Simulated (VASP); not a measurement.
# CaPtC4N4 (P-43m) in VASP: a series of runs

The runs below take CaPtC4N4 through single point, with PBE.

All numbers are computed with VASP 6.6.1; they aren't measurements. Logs are shortened: lines on timing, memory, paths and dates and some standing lists are left out, and cuts for length are marked.

## Step 1: The cell of the first run

It takes space group P-43m (No. 215, cubic). Conventional cell: a = 6.101 Å, b = 6.101 Å, c = 6.101 Å, α = 90.00°, β = 90.00°, γ = 90.00°. Ca (site symmetry -43m) has 4 C at 2.11 Å within 2.8 Å. Pt (site symmetry -43m) has 4 N at 2.01 Å within 2.7 Å. Within 1.6 Å of C (site symmetry 3m) lie 1 N at 1.17 Å. N (site symmetry 3m) has 1 C at 1.17 Å within 1.6 Å.

## Step 2: Single point, PBE

File INCAR:

```
SYSTEM = CaPtC4N4
PREC = Accurate
ENCUT = 520
EDIFF = 1E-6
ISMEAR = 0
SIGMA = 0.1
LREAL = .FALSE.
LASPH = .TRUE.
NELM = 100
ALGO = Normal
ISIF = 2
LWAVE = .FALSE.
LCHARG = .FALSE.
GGA = PE
NBANDS = 39
```

File KPOINTS:

```
Automatic mesh
0
G
  4 4 4
  0 0 0
```

File POSCAR:

```
CaPtC4N4
1.0
    6.1008602900      0.0000000000      0.0000000000
    0.0000000000      6.1008602900      0.0000000000
    0.0000000000      0.0000000000      6.1008602900
Ca Pt C N
1 1 4 4
Direct
    0.0000000000      0.0000000000      0.0000000000
    0.5000000000      0.5000000000      0.5000000000
    0.1992997100      0.1992997100      0.1992997100
    0.1992997100      0.8007002900      0.8007002900
    0.8007002900      0.1992997100      0.8007002900
    0.8007002900      0.8007002900      0.1992997100
    0.3100217700      0.3100217700      0.3100217700
    0.3100217700      0.6899782300      0.6899782300
    0.6899782300      0.3100217700      0.6899782300
    0.6899782300      0.6899782300      0.3100217700
```

Potentials or basis: VASP PAW PBE potentials, release 64 (Ca_sv, Pt, C, N).

On the command line:

```console
> cat potpaw_PBE.64/Ca_sv/POTCAR potpaw_PBE.64/Pt/POTCAR potpaw_PBE.64/C/POTCAR potpaw_PBE.64/N/POTCAR > POTCAR
> mpirun -np 1 vasp_std > vasp.out
```

OUTCAR:

```text
SYSTEM = CaPtC4N4
   PREC = Accurate
   ENCUT = 520
   EDIFF = 1E-6
   ISMEAR = 0
   LREAL = .FALSE.
   LASPH = .TRUE.
   NELM = 100
   ISIF = 2
   GGA = PE

 ion  position               nearest neighbor table
   1  0.000  0.000  0.000-   3 2.11   4 2.11   5 2.11   6 2.11
   2  0.500  0.500  0.500-   7 2.01   8 2.01   9 2.01  10 2.01
   3  0.199  0.199  0.199-   7 1.17   1 2.11
   4  0.199  0.801  0.801-   8 1.17   1 2.11
   5  0.801  0.199  0.801-   9 1.17   1 2.11
   6  0.801  0.801  0.199-  10 1.17   1 2.11
   7  0.310  0.310  0.310-   3 1.17   2 2.01
   8  0.310  0.690  0.690-   4 1.17   2 2.01
   9  0.690  0.310  0.690-   5 1.17   2 2.01
  10  0.690  0.690  0.310-   6 1.17   2 2.01

  LATTYP: Found a simple cubic cell.
 ALAT       =     6.1008602900

  Lattice vectors:

 A1 = (   6.1008602900,   0.0000000000,   0.0000000000)
 A2 = (   0.0000000000,   6.1008602900,   0.0000000000)
 A3 = (   0.0000000000,   0.0000000000,   6.1008602900)

Analysis of symmetry for initial positions (statically):
=====================================================================
 Subroutine PRICEL returns:
 Original cell was already a primitive cell.

 Routine SETGRP: Setting up the symmetry group for a
 simple cubic supercell.

 Subroutine GETGRP returns: Found 24 space group operations
 (whereof 24 operations were pure point group operations)
 out of a pool of 48 trial point group operations.

The static configuration has the point symmetry T_d .

Analysis of symmetry for dynamics (positions and initial velocities):
=====================================================================
 Subroutine PRICEL returns:
 Original cell was already a primitive cell.

 Routine SETGRP: Setting up the symmetry group for a
 simple cubic supercell.

 Subroutine GETGRP returns: Found 24 space group operations
 (whereof 24 operations were pure point group operations)
 out of a pool of 48 trial point group operations.

The dynamic configuration has the point symmetry T_d .

 Subroutine INISYM returns: Found 24 space group operations
 (whereof 24 operations are pure point group operations),
 and found     1 'primitive' translations

----------------------------------------------------------------------------------------

                                     Primitive cell

  volume of cell :     227.0770

  direct lattice vectors                    reciprocal lattice vectors
     6.100860290  0.000000000  0.000000000     0.163911310  0.000000000  0.000000000
     0.000000000  6.100860290  0.000000000     0.000000000  0.163911310  0.000000000
     0.000000000  0.000000000  6.100860290     0.000000000  0.000000000  0.163911310

  length of vectors
     6.100860290  6.100860290  6.100860290     0.163911310  0.163911310  0.163911310

  position of ions in fractional coordinates (direct lattice)
     0.000000000  0.000000000  0.000000000
     0.500000000  0.500000000  0.500000000
     0.199299710  0.199299710  0.199299710
     0.199299710  0.800700290  0.800700290
     0.800700290  0.199299710  0.800700290
     0.800700290  0.800700290  0.199299710
     0.310021770  0.310021770  0.310021770
     0.310021770  0.689978230  0.689978230
     0.689978230  0.310021770  0.689978230
     0.689978230  0.689978230  0.310021770

  ion indices of the primitive-cell ions
   primitive index   ion index
                 1           1
                 2           2
                 3           3
                 4           4
                 5           5
                 6           6
                 7           7
                 8           8
                 9           9
                10          10

----------------------------------------------------------------------------------------

 KPOINTS: Automatic mesh

Automatic generation of k-mesh.
 Grid dimensions read from file:
 generate k-points for:    4    4    4

 Generating k-lattice:

  Cartesian coordinates                     Fractional coordinates (reciprocal lattice)
     0.040977827  0.000000000  0.000000000     0.250000000  0.000000000  0.000000000
     0.000000000  0.040977827  0.000000000     0.000000000  0.250000000  0.000000000
     0.000000000  0.000000000  0.040977827     0.000000000  0.000000000  0.250000000

  Length of vectors
     0.040977827  0.040977827  0.040977827

  Shift w.r.t. Gamma in fractional coordinates (k-lattice)
     0.000000000  0.000000000  0.000000000

 Subroutine IBZKPT returns following result:
 ===========================================

 Found     10 irreducible k-points:

 Following reciprocal coordinates:
            Coordinates               Weight
  0.000000  0.000000  0.000000      1.000000
  0.250000  0.000000  0.000000      6.000000
  0.500000  0.000000  0.000000      3.000000
  0.250000  0.250000  0.000000     12.000000
  0.500000  0.250000  0.000000     12.000000
  0.500000  0.500000  0.000000      3.000000
  0.250000  0.250000  0.250000      8.000000
  0.500000  0.250000  0.250000     12.000000
[... 90 lines left out ...]
      1     -38.6767      2.00000
      2     -20.0756      2.00000
      3     -20.0742      2.00000
      4     -20.0742      2.00000
      5     -18.6957      2.00000
      6     -18.5853      2.00000
[... 31 lines left out ...]
     38       4.4376      0.00000
     39       6.0260      0.00000

 k-point     3 :       0.5000    0.0000    0.0000
  band No.  band energies     occupation
      1     -38.6767      2.00000
      2     -20.0769      2.00000
      3     -20.0740      2.00000
      4     -20.0740      2.00000
      5     -18.6594      2.00000
      6     -18.6203      2.00000
[... 31 lines left out ...]
     38       4.9549      0.00000
     39       5.4847      0.00000

 k-point     4 :       0.2500    0.2500    0.0000
  band No.  band energies     occupation
      1     -38.6767      2.00000
      2     -20.0756      2.00000
      3     -20.0749      2.00000
      4     -20.0742      2.00000
      5     -18.6800      2.00000
      6     -18.5939      2.00000
[... 31 lines left out ...]
     38       4.6256      0.00000
     39       5.9851      0.00000

 k-point     5 :       0.5000    0.2500    0.0000
  band No.  band energies     occupation
      1     -38.6766      2.00000
      2     -20.0764      2.00000
      3     -20.0748      2.00000
      4     -20.0742      2.00000
      5     -18.6552      2.00000
      6     -18.6153      2.00000
[... 31 lines left out ...]
     38       4.9900      0.00000
     39       5.6462      0.00000

 k-point     6 :       0.5000    0.5000    0.0000
  band No.  band energies     occupation
      1     -38.6767      2.00000
      2     -20.0755      2.00000
      3     -20.0755      2.00000
      4     -20.0748      2.00000
      5     -18.6504      2.00000
      6     -18.6092      2.00000
[... 31 lines left out ...]
     38       5.0826      0.00000
     39       6.0788      0.00000

 k-point     7 :       0.2500    0.2500    0.2500
  band No.  band energies     occupation
      1     -38.6766      2.00000
      2     -20.0756      2.00000
      3     -20.0747      2.00000
      4     -20.0747      2.00000
      5     -18.6726      2.00000
      6     -18.5970      2.00000
[... 31 lines left out ...]
     38       4.7502      0.00000
     39       6.0210      0.00000

 k-point     8 :       0.5000    0.2500    0.2500
  band No.  band energies     occupation
      1     -38.6766      2.00000
      2     -20.0760      2.00000
      3     -20.0750      2.00000
      4     -20.0746      2.00000
      5     -18.6636      2.00000
      6     -18.6023      2.00000
[... 31 lines left out ...]
     38       4.9929      0.00000
     39       5.8094      0.00000

 k-point     9 :       0.5000    0.5000    0.2500
  band No.  band energies     occupation
      1     -38.6766      2.00000
      2     -20.0753      2.00000
      3     -20.0753      2.00000
      4     -20.0750      2.00000
      5     -18.6696      2.00000
      6     -18.5889      2.00000
[... 31 lines left out ...]
     38       5.0850      0.00000
     39       6.1400      0.00000

 k-point    10 :       0.5000    0.5000    0.5000
  band No.  band energies     occupation
      1     -38.6766      2.00000
      2     -20.0752      2.00000
      3     -20.0752      2.00000
      4     -20.0752      2.00000
      5     -18.6820      2.00000
      6     -18.5754      2.00000
[... 31 lines left out ...]
     38       5.1758      0.00000
     39       6.2880      0.00000

------------------------ aborting loop because EDIFF is reached ----------------------------------------

  FORCE on cell =-STRESS in cart. coord.  units (eV):
  Direction    XX          YY          ZZ          XY          YZ          ZX
  --------------------------------------------------------------------------------------
  -------------------------------------------------------------------------------------
  Total       14.7385498     14.7385498     14.7385498     -0.0000000     -0.0000000     -0.0000000
  in kB      103.9901239    103.9901239    103.9901239     -0.0000000     -0.0000000     -0.0000000
  external PRESSURE =     103.9901239 kB  Pullay stress =       0.0000000 kB

 VOLUME and BASIS-vectors are now :
 -----------------------------------------------------------------------------
  energy-cutoff  :      520.00
  volume of cell :      227.08
      direct lattice vectors                 reciprocal lattice vectors
     6.100860290  0.000000000  0.000000000     0.163911310  0.000000000  0.000000000
     0.000000000  6.100860290  0.000000000     0.000000000  0.163911310  0.000000000
     0.000000000  0.000000000  6.100860290     0.000000000  0.000000000  0.163911310

 POSITION                                       TOTAL-FORCE (eV/Angst)
 -----------------------------------------------------------------------------------
      0.00000      0.00000      0.00000        -0.000000      0.000000      0.000000
      3.05043      3.05043      3.05043        -0.000000      0.000000      0.000000
      1.21590      1.21590      1.21590         1.789416      1.789416      1.789416
      1.21590      4.88496      4.88496         1.789416     -1.789416     -1.789416
      4.88496      1.21590      4.88496        -1.789416      1.789416     -1.789416
      4.88496      4.88496      1.21590        -1.789416     -1.789416      1.789416
      1.89140      1.89140      1.89140         0.320740      0.320740      0.320740
      1.89140      4.20946      4.20946         0.320740     -0.320740     -0.320740
      4.20946      1.89140      4.20946        -0.320740      0.320740     -0.320740
      4.20946      4.20946      1.89140        -0.320740     -0.320740      0.320740
 -----------------------------------------------------------------------------------
    total drift:                               -0.000000     -0.000000     -0.000000

  FREE ENERGIE OF THE ION-ELECTRON SYSTEM (eV)
  ---------------------------------------------------
  free  energy   TOTEN  =       -69.8775428492 eV

  energy  without entropy=      -69.7418680661  energy(sigma->0) =      -69.80970546
```

Wall time 54 s (1 thread of Intel Xeon 6975P-C (Granite Rapids), shared host); peak memory 0.37 GiB.

What came out:

```yaml
Free_energy: -69.8775 eV
Pressure: 10.4 GPa
Largest_force: 3.099 eV/Å
Band_gap_on_the_k_mesh: zero (bands 28 and 29 overlap by 0.08 eV)
```

Forces in eV/Å, atoms in the order of the input:
```
Ca   0.000  0.000  0.000
Pt   0.000  0.000  0.000
C    1.789  1.789  1.789
C    1.789 -1.789 -1.789
C   -1.789  1.789 -1.789
C   -1.789 -1.789  1.789
N    0.321  0.321  0.321
N    0.321 -0.321 -0.321
N   -0.321  0.321 -0.321
N   -0.321 -0.321  0.321
```

Caveat: the cell stands under pressure; spin-orbit coupling is left out, which moves the levels of the heavy elements; forces of over 1 eV/Å act on the atoms, so gaps and moduli don't describe the material at rest.

## Step 3: Single point, PBE, collinear spin

File INCAR:

```
SYSTEM = CaPtC4N4
PREC = Accurate ; ENCUT = 520
EDIFF = 1E-6 ; ISMEAR = 0
SIGMA = 0.1 ; LREAL = .False.
LASPH = .True. ; NELM = 150
ALGO = Normal ; ISIF = 2
LWAVE = .False. ; LCHARG = .True.
ISPIN = 2 ; MAGMOM = 0 1 0 0 0 0 0 0 0 0
LORBIT = 11 ; LMAXMIX = 4
GGA = PE ; LELF = .True.
LVHAR = .True. ; NBANDS = 43
```

File KPOINTS:

```
Automatic mesh
0
Gamma
  4 4 4
  0 0 0
```

POSCAR is that of step 2.

Potentials or basis: VASP PAW PBE potentials, release 64 (Ca_sv, Pt, C, N).

On the command line:

```console
> cat potpaw_PBE.64/Ca_sv/POTCAR potpaw_PBE.64/Pt/POTCAR potpaw_PBE.64/C/POTCAR potpaw_PBE.64/N/POTCAR > POTCAR
> mpirun -np 1 vasp_std > vasp.out
```

Wall time 2.1 min (1 thread of Intel Xeon 6975P-C (Granite Rapids), shared host); peak memory 0.5 GiB.

Results (log left out):

| Item | Value |
| --- | --- |
| Free energy | -70.1649 eV |
| Pressure | 10.6 GPa |
| Largest force | 3.225 eV/Å |
| Band gap on the k mesh | zero (filled and empty bands overlap) |
| Net moment | 2.00 μB per cell |
| Site moments | Ca +0.01; Pt +1.21; C +0.05; N +0.06 μB |
| Valence electrons inside the program's atomic spheres | Ca 8.54; Pt 9.28; C 2.62; N 3.89 |

Forces on the atoms (eV/Å):
```
Ca   0.000  0.000  0.000
Pt   0.000  0.000  0.000
C    1.862  1.862  1.862
C    1.862 -1.862 -1.862
C   -1.862  1.862 -1.862
C   -1.862 -1.862  1.862
N    0.186  0.186  0.186
N    0.186 -0.186 -0.186
N   -0.186  0.186 -0.186
N   -0.186 -0.186  0.186
```

Levels at points of the mesh, in eV from the Fermi level:
Spin up:
| k point | band 25 | band 26 | band 27 | band 28 | band 29 | band 30 | band 31 | band 32 | band 33 | band 34 |
| --- | --- | --- | --- | --- | --- | --- | --- | --- | --- | --- |
| (0.00, 0.00, 0.00) | -2.14 | -2.14 | -0.70 | -0.70 | -0.70 | 3.46 | 3.46 | 3.46 | 3.47 | 3.47 |
| (0.50, 0.00, 0.00) | -2.03 | -1.92 | -0.79 | -0.69 | -0.69 | 3.14 | 3.33 | 3.57 | 3.62 | 3.62 |
| (0.50, 0.50, 0.00) | -1.97 | -1.84 | -0.82 | -0.65 | -0.65 | 3.27 | 3.29 | 3.51 | 3.51 | 3.95 |
| (0.50, 0.50, 0.50) | -1.97 | -1.97 | -0.67 | -0.67 | -0.67 | 3.58 | 3.58 | 3.61 | 3.61 | 3.61 |
Spin down:
```tsv
k point	band 25	band 26	band 27	band 28	band 29	band 30
(0.00, 0.00, 0.00)	-1.80	-1.80	0.01	0.01	0.01	3.57
(0.50, 0.00, 0.00)	-1.70	-1.58	-0.04	0.04	0.04	3.22
(0.50, 0.50, 0.00)	-1.64	-1.52	-0.07	0.11	0.11	3.37
(0.50, 0.50, 0.50)	-1.65	-1.65	0.08	0.08	0.08	3.68
```

Caveat: the cell stands under pressure; spin-orbit coupling is left out, which moves the levels of the heavy elements; forces of over 1 eV/Å act on the atoms, so gaps and moduli don't describe the material at rest.

## Step 4: Single point, PBE, collinear spin

This run uses another cell than the first one, of 28.76 Å³/atom.

File INCAR:

```
SYSTEM = CaPtC4N4
  PREC = Accurate
  ENCUT = 520
  EDIFF = 1E-7
  ISMEAR = 0
  SIGMA = 0.1
  LREAL = .FALSE.
  LASPH = .TRUE.
  NELM = 150
  ALGO = Normal
  ISIF = 2
  LWAVE = .FALSE.
  LCHARG = .FALSE.
  ISPIN = 2
  MAGMOM = 0 1 0 0 0 0 0 0 0 0
  LORBIT = 11
  LMAXMIX = 4
  GGA = PE
  NBANDS = 43
```

File KPOINTS:

```
Automatic mesh
0
G
  4 4 4
  0 0 0
```

File POSCAR:

```
CaPtC4N4
1.0
    6.6009201367      0.0000000000      0.0000000000
    0.0000000000      6.6009201367      0.0000000000
    0.0000000000      0.0000000000      6.6009201367
Ca Pt C N
1 1 4 4
Direct
    0.0000000000      0.0000000000      0.0000000000
    0.5000000000      0.5000000000      0.5000000000
    0.2176024436      0.2176024436      0.2176024436
    0.2176024436      0.7823975564      0.7823975564
    0.7823975564      0.2176024436      0.7823975564
    0.7823975564      0.7823975564      0.2176024436
    0.3200842193      0.3200842193      0.3200842193
    0.3200842193      0.6799157807      0.6799157807
    0.6799157807      0.3200842193      0.6799157807
    0.6799157807      0.6799157807      0.3200842193
```

On the command line:

```console
> cat potpaw_PBE.64/Ca_sv/POTCAR potpaw_PBE.64/Pt/POTCAR potpaw_PBE.64/C/POTCAR potpaw_PBE.64/N/POTCAR > POTCAR
> mpirun -np 1 vasp_std > vasp.out
```

It took 3 min on 1 thread of Intel Xeon 6975P-C (Granite Rapids), shared host; peak memory 0.55 GiB.

It converged, with:

| Item | Value |
| --- | --- |
| Free energy | -72.9033 eV |
| Pressure | 0.5 GPa |
| Largest force | 0.368 eV/Å |
| Band gap on the k mesh | zero (filled and empty bands overlap) |
| Net moment | 2.00 μB per cell |
| Site moments | Ca +0.01; Pt +1.27; C +0.04; N +0.06 μB |
| Valence electrons inside the program's atomic spheres | Ca 8.10; Pt 9.09; C 2.56; N 3.88 |

Forces in eV/Å, atoms in the order of the input:
```
Ca   0.000  0.000  0.000
Pt   0.000  0.000  0.000
C   -0.197 -0.197 -0.197
C   -0.197  0.197  0.197
C    0.197 -0.197  0.197
C    0.197  0.197 -0.197
N    0.212  0.212  0.212
N    0.212 -0.212 -0.212
N   -0.212  0.212 -0.212
N   -0.212 -0.212  0.212
```

Levels at points of the mesh, in eV from the Fermi level:
Spin up:
```csv
k point,band 25,band 26,band 27,band 28,band 29,band 30,band 31,band 32,band 33,band 34
"(0.00, 0.00, 0.00)",-1.97,-1.97,-0.78,-0.78,-0.78,3.47,3.47,3.55,3.55,3.55
"(0.50, 0.00, 0.00)",-1.91,-1.88,-0.82,-0.76,-0.76,3.26,3.43,3.53,3.67,3.67
"(0.50, 0.50, 0.00)",-1.90,-1.83,-0.83,-0.74,-0.74,3.35,3.49,3.52,3.52,3.88
"(0.50, 0.50, 0.50)",-1.86,-1.86,-0.78,-0.78,-0.78,3.59,3.59,3.59,3.65,3.65
```
Spin down:
| k point | band 23 | band 24 | band 25 | band 26 | band 27 | band 28 | band 29 | band 30 |
| --- | --- | --- | --- | --- | --- | --- | --- | --- |
| (0.00, 0.00, 0.00) | -3.18 | -3.18 | -1.61 | -1.61 | 0.01 | 0.01 | 0.01 | 3.53 |
| (0.50, 0.00, 0.00) | -3.18 | -3.18 | -1.56 | -1.52 | -0.01 | 0.05 | 0.05 | 3.31 |
| (0.50, 0.50, 0.00) | -3.24 | -3.22 | -1.54 | -1.48 | -0.02 | 0.07 | 0.07 | 3.46 |
| (0.50, 0.50, 0.50) | -3.23 | -3.23 | -1.52 | -1.52 | 0.04 | 0.04 | 0.04 | 3.68 |

Caveat: spin-orbit coupling is left out, which moves the levels of the heavy elements.

## Step 5: The runs side by side

| spin | cell | gap on the mesh (eV) | pressure (GPa) | moment (μB) | largest force (eV/Å) |
| --- | --- | --- | --- | --- | --- |
| off | a = 6.101 Å, 10 atoms, atomic positions A | none | 10.4 | - | 3.10 |
| collinear | a = 6.101 Å, 10 atoms, atomic positions A | none | 10.6 | 2.00 | 3.23 |
| collinear | a = 6.601 Å, 10 atoms, atomic positions B | none | 0.5 | 2.00 | 0.37 |

Alike in all rows: task single point; level PBE; potentials or basis VASP PAW PBE potentials, release 64 (Ca_sv, Pt, C, N); k mesh 4 × 4 × 4; cutoff (eV) 520; smearing gaussian 0.1 eV.

Caveats: spin-orbit coupling is left out, which moves the levels of the heavy elements; the cell stands under pressure (at least some runs); forces of over 1 eV/Å act on the atoms, so gaps and moduli don't describe the material at rest (at least some runs).

Absolute energies hang on the potentials; compare differences alone.
